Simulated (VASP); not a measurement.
A run of VASP 6.6.1:

File INCAR:

```
PREC = Accurate ; ENCUT = 520
EDIFF = 1E-6 ; ISMEAR = -1
SIGMA = 0.03 ; LREAL = F
LASPH = T ; NELM = 80
ALGO = Normal ; ISIF = 2
LWAVE = F ; LCHARG = F
GGA = CA ; NBANDS = 14
```

The input KPOINTS:

```
Automatic mesh
0
Gamma
  10 10 10
```

The input POSCAR:

```
NaF
1.0
    0.0000000000      2.2550000806      2.2550000806
    2.2550000806      0.0000000000      2.2550000806
    2.2550000806      2.2550000806      0.0000000000
Na F
1 1
Direct
    0.0000000000      0.0000000000      0.0000000000
    0.5000000000      0.5000000000      0.5000000000
```

Potentials or basis: VASP PAW LDA potentials, release 64 (Na_pv, F).

The run is started by

```sh
$ cat potpaw_LDA.64/Na_pv/POTCAR potpaw_LDA.64/F/POTCAR > POTCAR
$ mpirun -np 1 vasp_std > vasp.out
```

Hardware: 1 thread of Intel(R) Xeon(R) Platinum 8488C (Sapphire Rapids), with other jobs on the host.

Question: How long does it take, and how much memory?

Answer: Wall time 5 s on 1 thread of Intel(R) Xeon(R) Platinum 8488C (Sapphire Rapids), with other jobs on the host, peak memory 0.12 GiB. Counts: scf iterations 12, k points 47.
